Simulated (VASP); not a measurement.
# BAs (CsCl type) (Pm-3m) in VASP: single point with revPBE

Aim: the single point of BAs (CsCl type) with revPBE.

Program: VASP 6.6.1. These are calculated values, not measurements. Logs are shortened: lines on timing, memory, paths and dates and some standing lists are left out, and cuts for length are marked.

## (1) The cell of the first run

Symmetry: Pm-3m, No. 221, cubic system. Conventional cell: a = 2.816 Å, b = 2.816 Å, c = 2.816 Å, α = 90.00°, β = 90.00°, γ = 90.00°. B (site symmetry m-3m) has 8 As at 2.44 Å and 6 B at 2.82 Å within 3.2 Å. As (site symmetry m-3m) has 8 B at 2.44 Å and 6 As at 2.82 Å within 3.2 Å.

## (2) Single point, revPBE

Contents of INCAR:

```
SYSTEM = BAs
ALGO = Normal
EDIFF = 1E-6
ENCUT = 520
GGA = RE
ISIF = 2
ISMEAR = -1
ISYM = 0
LASPH = .TRUE.
LCHARG = .FALSE.
LREAL = .FALSE.
LWAVE = .FALSE.
NBANDS = 11
NELM = 100
PREC = Accurate
SIGMA = 0.05
```

Contents of KPOINTS:

```
k-points
0
G
  15 15 15
  0 0 0
```

Contents of POSCAR:

```
BAs
1.0
    2.8156175929      0.0000000000      0.0000000000
    0.0000000000      2.8156175929      0.0000000000
    0.0000000000      0.0000000000      2.8156175929
B As
1 1
Direct
    0.0000000000      0.0000000000      0.0000000000
    0.5000000000      0.5000000000      0.5000000000
```

Potentials or basis: VASP PAW PBE potentials, release 64 (B, As).

Command:

```
> cat potpaw_PBE.64/B/POTCAR potpaw_PBE.64/As/POTCAR > POTCAR
> mpirun -np 1 vasp_std > vasp.out
```

OUTCAR:

```text
SYSTEM = BAs
   EDIFF = 1E-6
   ENCUT = 520
   GGA = RE
   ISIF = 2
   ISMEAR = -1
   ISYM = 0
   LASPH = .TRUE.
   LREAL = .FALSE.
   NELM = 100
   PREC = Accurate

 ion  position               nearest neighbor table
   1  0.000  0.000  0.000-   2 2.44   2 2.44   2 2.44   2 2.44   2 2.44   2 2.44   2 2.44   2 2.44

   2  0.500  0.500  0.500-   1 2.44   1 2.44   1 2.44   1 2.44   1 2.44   1 2.44   1 2.44   1 2.44

IMPORTANT INFORMATION: All symmetrisations will be switched off!
NOSYMM: (Re-)initialisation of all symmetry stuff for point group C_1.

----------------------------------------------------------------------------------------

                                     Primitive cell

  volume of cell :      22.3214

  direct lattice vectors                    reciprocal lattice vectors
     2.815617593  0.000000000  0.000000000     0.355161867  0.000000000  0.000000000
     0.000000000  2.815617593  0.000000000     0.000000000  0.355161867  0.000000000
     0.000000000  0.000000000  2.815617593     0.000000000  0.000000000  0.355161867

  length of vectors
     2.815617593  2.815617593  2.815617593     0.355161867  0.355161867  0.355161867

  position of ions in fractional coordinates (direct lattice)
     0.000000000  0.000000000  0.000000000
     0.500000000  0.500000000  0.500000000

  ion indices of the primitive-cell ions
   primitive index   ion index
                 1           1
                 2           2

----------------------------------------------------------------------------------------

 KPOINTS: k-points

Automatic generation of k-mesh.
 Grid dimensions read from file:
 generate k-points for:   15   15   15

 Generating k-lattice:

  Cartesian coordinates                     Fractional coordinates (reciprocal lattice)
     0.023677458  0.000000000  0.000000000     0.066666667  0.000000000  0.000000000
     0.000000000  0.023677458  0.000000000     0.000000000  0.066666667  0.000000000
     0.000000000  0.000000000  0.023677458     0.000000000  0.000000000  0.066666667

  Length of vectors
     0.023677458  0.023677458  0.023677458

  Shift w.r.t. Gamma in fractional coordinates (k-lattice)
     0.000000000  0.000000000  0.000000000

 Subroutine IBZKPT returns following result:
 ===========================================

 Found   1688 irreducible k-points:

 Following reciprocal coordinates:
            Coordinates               Weight
  0.000000  0.000000  0.000000      1.000000
  0.066667  0.000000  0.000000      2.000000
  0.000000  0.066667  0.000000      2.000000
  0.000000  0.000000  0.066667      2.000000
  0.133333  0.000000  0.000000      2.000000
  0.000000  0.133333  0.000000      2.000000
[... 16 lines left out ...]
  0.066667  0.066667  0.000000      2.000000
  0.000000  0.066667  0.066667      2.000000
 [... further k-points ...]
   k-points           NKPTS =   1688   k-points in BZ     NKDIM =   1688   number of bands    NBANDS=     11
   number of dos      NEDOS =    301   number of ions     NIONS =      2
   total plane-waves  NPLWV =  13824
   dimension x,y,z NGX =    24 NGY =   24 NGZ =   24
   dimension x,y,z NGXF=    48 NGYF=   48 NGZF=   48
   ions per type =               1   1
   NGX,Y,Z   is equivalent  to a cutoff of  14.17, 14.17, 14.17 a.u.
   NGXF,Y,Z  is equivalent  to a cutoff of  28.34, 28.34, 28.34 a.u.
 SYSTEM =  BAs
   PREC   = accura    normal or accurate (medium, high low for compatibility)
   ISTART =      0    job   : 0-new  1-cont  2-samecut
   ICHARG =      2    charge: 1-file 2-atom 10-const
   ISPIN  =      1    spin polarized calculation?
   LNONCOLLINEAR =      F non collinear calculations
   LSORBIT =      F    spin-orbit coupling
   LASPH  =      T    aspherical Exc in radial PAW
   ENCUT  =  520.0 eV  38.22 Ry    6.18 a.u.   5.24  5.24  5.24*2*pi/ulx,y,z
   NELM   =    100;   NELMIN=  2; NELMDL= -5     # of ELM steps
   EDIFF  = 0.1E-05   stopping-criterion for ELM
   LREAL  =      F    real-space projection
   EDIFFG = 0.1E-04   stopping-criterion for IOM
   NSW    =      0    number of steps for IOM
   IBRION =     -1    ionic relax: 0-MD 1-quasi-New 2-CG
   NFREE  =      0    steps in history (QN), initial steepest desc. (CG)
   ISIF   =      2    stress and relaxation
   ISYM   =      0    0-nonsym 1-usesym 2-fastsym
   POTIM  = 0.5000    time-step for ionic-motion
   TEBEG  =    0.0;   TEEND  =   0.0 temperature during run
   PSTRESS=    0.0 pullay stress
   NELECT =       8.0000    total number of electrons
   NUPDOWN=      -1.0000    fix difference up-down
   EMIN   =  10.00;   EMAX   =-10.00  energy-range for DOS
   EFERMI =   0.00;   METHOD = LEGACY
   ISMEAR =    -1;   SIGMA  =   0.05  broadening in eV -4-tet -1-fermi 0-gaus
   EFERMI_NEDOS =   21; number of points for ismear=-14 and -15
   IALGO  =     38    algorithm
   IMIX   =      4    mixing-type and parameters
     AMIX     =   0.40;   BMIX     =  1.00
     AMIX_MAG =   1.60;   BMIX_MAG =  1.00
  volume/ion in A,a.u.               =      11.16        75.32
  Fermi-wavevector in a.u.,A,eV,Ry     =   1.162870  2.197506 18.398704  1.352267
  Thomas-Fermi vector in A             =   2.299426
   LORBIT       =      0    0 simple, 1 ext, 2 COOP (PROOUT), +10 PAW based schemes
   GGA     = RE    functional components
   LHFCALC =     F    Hartree Fock is set to
   AEXX    =    0.0000 exact exchange contribution
   IVDW    =     0    specifies the selected vdW correction
   LEPSILON=     F    determine dielectric tensor
   LRPA    =     F    only Hartree local field effects (RPA)
 non-spin polarized calculation
  energy-cutoff  :      520.00
  volume of cell :       22.32
 maximum number of plane-waves:       624
 NGX is ok and might be reduce to    24
   NGX = 11   NGY = 11   NGZ = 11

 number of electron       7.9999999 magnetization

 Free energy of the ion-electron system (eV)
  ---------------------------------------------------
  ext. energy  EPLUGINS =         0.00000000
  ---------------------------------------------------
  free energy    TOTEN  =        -7.63578049 eV

  energy without entropy =       -7.62679130  energy(sigma->0) =       -7.63128589

 E-fermi :   8.7591     XC(G=0): -11.9738

 val. band max:        8.7575497010   @ k =   0.2000   0.1333   0.0000
 cond. band min:       8.7622688543   @ k =   0.0000  -0.4667   0.1333
 fundamental gap:      0.0047191533
 Fermi energy:         8.7590729862

 k-point     1 :       0.0000    0.0000    0.0000
  band No.  band energies     occupation
      1      -8.2939      2.00000
      2       7.7263      2.00000
      3       7.7263      2.00000
      4       7.7263      2.00000
      5       9.6590      0.00000
      6      14.1984      0.00000
      7      14.1984      0.00000
      8      19.4910      0.00000
      9      19.4910      0.00000
     10      19.4910      0.00000
     11      28.7248      0.00000

 k-point     2 :       0.0667    0.0000    0.0000
  band No.  band energies     occupation
      1      -8.2162      2.00000
      2       6.7913      2.00000
      3       7.8068      2.00000
      4       7.8068      2.00000
      5      10.0979      0.00000
      6      14.2761      0.00000
      7      14.8428      0.00000
      8      19.2572      0.00000
      9      19.2572      0.00000
     10      19.3284      0.00000
     11      28.4312      0.00000

 k-point     3 :       0.0000    0.0667    0.0000
  band No.  band energies     occupation
      1      -8.2162      2.00000
      2       6.7913      2.00000
      3       7.8068      2.00000
      4       7.8068      2.00000
      5      10.0979      0.00000
      6      14.2761      0.00000
      7      14.8428      0.00000
      8      19.2572      0.00000
      9      19.2572      0.00000
     10      19.3284      0.00000
     11      28.4310      0.00000

 k-point     4 :       0.0000    0.0000    0.0667
  band No.  band energies     occupation
      1      -8.2162      2.00000
      2       6.7913      2.00000
      3       7.8068      2.00000
      4       7.8068      2.00000
      5      10.0979      0.00000
      6      14.2761      0.00000
      7      14.8428      0.00000
      8      19.2572      0.00000
      9      19.2572      0.00000
     10      19.3284      0.00000
     11      28.4310      0.00000

 k-point     5 :       0.1333    0.0000    0.0000
  band No.  band energies     occupation
      1      -7.9836      2.00000
      2       5.1225      2.00000
      3       8.0476      2.00000
      4       8.0476      2.00000
      5      10.5955      0.00000
      6      14.5088      0.00000
      7      16.3599      0.00000
      8      18.5911      0.00000
      9      18.5911      0.00000
     10      18.9865      0.00000
     11      27.8818      0.00000

 k-point     6 :       0.0000    0.1333    0.0000
  band No.  band energies     occupation
      1      -7.9836      2.00000
      2       5.1225      2.00000
      3       8.0476      2.00000
      4       8.0476      2.00000
      5      10.5955      0.00000
      6      14.5088      0.00000
      7      16.3599      0.00000
      8      18.5911      0.00000
      9      18.5911      0.00000
     10      18.9865      0.00000
     11      27.8779      0.00000

 k-point     7 :       0.0000    0.0000    0.1333
  band No.  band energies     occupation
      1      -7.9836      2.00000
      2       5.1225      2.00000
      3       8.0476      2.00000
      4       8.0476      2.00000
      5      10.5955      0.00000
      6      14.5088      0.00000
      7      16.3599      0.00000
      8      18.5911      0.00000
      9      18.5911      0.00000
     10      18.9865      0.00000
     11      27.8750      0.00000

 k-point     8 :       0.2000    0.0000    0.0000
  band No.  band energies     occupation
      1      -7.5987      2.00000
      2       3.3629      2.00000
      3       8.4464      1.99616
      4       8.4464      1.99616
      5      11.0037      0.00000
      6      14.8955      0.00000
      7      17.2729      0.00000
      8      17.5955      0.00000
      9      17.5955      0.00000
     10      19.5505      0.00000
     11      25.8765      0.00000
[... 141 lines left out ...]
 k-point    19 :       0.0000    0.0000    0.4000
  band No.  band energies     occupation
      1      -5.6585      2.00000
      2      -1.2465      2.00000
      3      10.5288      0.00000
      4      10.5288      0.00000
      5      12.4427      0.00000
      6      13.9084      0.00000
      7      13.9084      0.00000
      8      15.0789      0.00000
      9      16.9042      0.00000
     10      20.9656      0.00000
     11      26.6103      0.00000

 k-point    20 :       0.4667    0.0000    0.0000
  band No.  band energies     occupation
      1      -5.0101      2.00000
      2      -2.2014      2.00000
      3      11.4270      0.00000
      4      11.4270      0.00000
      5      12.7964      0.00000
      6      12.7964      0.00000
      7      12.9291      0.00000
      8      14.4384      0.00000
      9      17.6595      0.00000
     10      19.8878      0.00000
     11      28.4064      0.00000

 k-point    21 :       0.0000    0.4667    0.0000
  band No.  band energies     occupation
      1      -5.0101      2.00000
      2      -2.2014      2.00000
      3      11.4270      0.00000
      4      11.4270      0.00000
      5      12.7964      0.00000
      6      12.7964      0.00000
      7      12.9291      0.00000
      8      14.4384      0.00000
      9      17.6595      0.00000
     10      19.8878      0.00000
     11      28.4063      0.00000

 k-point    22 :       0.0000    0.0000    0.4667
  band No.  band energies     occupation
      1      -5.0101      2.00000
      2      -2.2014      2.00000
      3      11.4270      0.00000
      4      11.4270      0.00000
      5      12.7964      0.00000
      6      12.7964      0.00000
      7      12.9291      0.00000
      8      14.4384      0.00000
      9      17.6595      0.00000
     10      19.8878      0.00000
     11      28.4063      0.00000

 k-point    23 :       0.0667    0.0667    0.0000
  band No.  band energies     occupation
      1      -8.1384      2.00000
      2       6.7302      2.00000
      3       7.0346      2.00000
      4       7.8871      2.00000
      5      10.5469      0.00000
      6      14.6582      0.00000
      7      15.1454      0.00000
      8      18.7627      0.00000
      9      19.0537      0.00000
     10      19.4363      0.00000
     11      27.7699      0.00000

 k-point    24 :       0.0000    0.0667    0.0667
  band No.  band energies     occupation
      1      -8.1384      2.00000
      2       6.7302      2.00000
      3       7.0346      2.00000
      4       7.8871      2.00000
      5      10.5469      0.00000
      6      14.6582      0.00000
      7      15.1454      0.00000
      8      18.7627      0.00000
      9      19.0537      0.00000
     10      19.4363      0.00000
     11      27.7994      0.00000

 [... further k-points ...]

------------------------ aborting loop because EDIFF is reached ----------------------------------------

  FORCE on cell =-STRESS in cart. coord.  units (eV):
  Direction    XX          YY          ZZ          XY          YZ          ZX
  --------------------------------------------------------------------------------------
  -------------------------------------------------------------------------------------
  Total        2.6945836      2.6945841      2.6945813     -0.0000003     -0.0000001     -0.0000000
  in kB      193.4110248    193.4110656    193.4108667     -0.0000206     -0.0000062     -0.0000006
  external PRESSURE =     193.4109857 kB  Pullay stress =       0.0000000 kB

 VOLUME and BASIS-vectors are now :
 -----------------------------------------------------------------------------
  energy-cutoff  :      520.00
  volume of cell :       22.32
      direct lattice vectors                 reciprocal lattice vectors
     2.815617593  0.000000000  0.000000000     0.355161867  0.000000000  0.000000000
     0.000000000  2.815617593  0.000000000     0.000000000  0.355161867  0.000000000
     0.000000000  0.000000000  2.815617593     0.000000000  0.000000000  0.355161867

 POSITION                                       TOTAL-FORCE (eV/Angst)
 -----------------------------------------------------------------------------------
      0.00000      0.00000      0.00000        -0.000000     -0.000000      0.000000
      1.40781      1.40781      1.40781         0.000000      0.000000     -0.000000
 -----------------------------------------------------------------------------------
    total drift:                                0.000000      0.000000      0.000000

  FREE ENERGIE OF THE ION-ELECTRON SYSTEM (eV)
  ---------------------------------------------------
  free  energy   TOTEN  =        -7.6357804853 eV

  energy  without entropy=       -7.6267912970  energy(sigma->0) =       -7.63128589
```

Run time: 5.2 min. Hardware: 1 thread of Intel Xeon 8259CL, shared host; peak memory 0.53 GiB.

What came out:

```yaml
Free_energy: -7.6358 eV
Pressure: 19.3 GPa
Band_gap_on_the_k_mesh: zero (bands 4 and 5 overlap by 5.57 eV)
```

Caveat: the cell stands under pressure; the PAW data sets were made with another functional, which shifts forces and pressure a little.
